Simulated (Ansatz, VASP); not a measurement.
# InP: VASP beside Ansatz

```
In P
1.0
     0.00000    2.94695    2.94695
     2.94695    0.00000    2.94695
     2.94695    2.94695    0.00000
In P
1 1
Direct
  0.00000 0.00000 0.00000
  0.75000 0.75000 0.75000
```

Alike in both runs: functional PBE; dispersion D3(BJ); k mesh 8 × 8 × 8; occupations gaussian, width 0.02 eV; no spin polarisation.

Ansatz relaxed the structure, and its values are those at the end. VASP's run is a single point on that final structure, the one shown.

|  | VASP | Ansatz |
| --- | --- | --- |
| version | VASP 6.6.1 | Ansatz 0.2.0 |
| potentials or method | VASP PAW PBE potentials, release 64 (In_d, P), cutoff 500 eV | scalar-relativistic, plane waves, PAW |
| valence electrons in the cell | 18 | 18 |

VASP gave:

```
gap on the k mesh at the Fermi level (eV) : 0.62
least direct gap on the mesh (eV)         : 0.62
pressure (GPa)                            : -0.1
```

Problem. What did Ansatz give for the same quantities?

Solution. gap on the k mesh at the Fermi level (eV): 0.62; least direct gap on the mesh (eV): 0.62; pressure (GPa): 0.0.
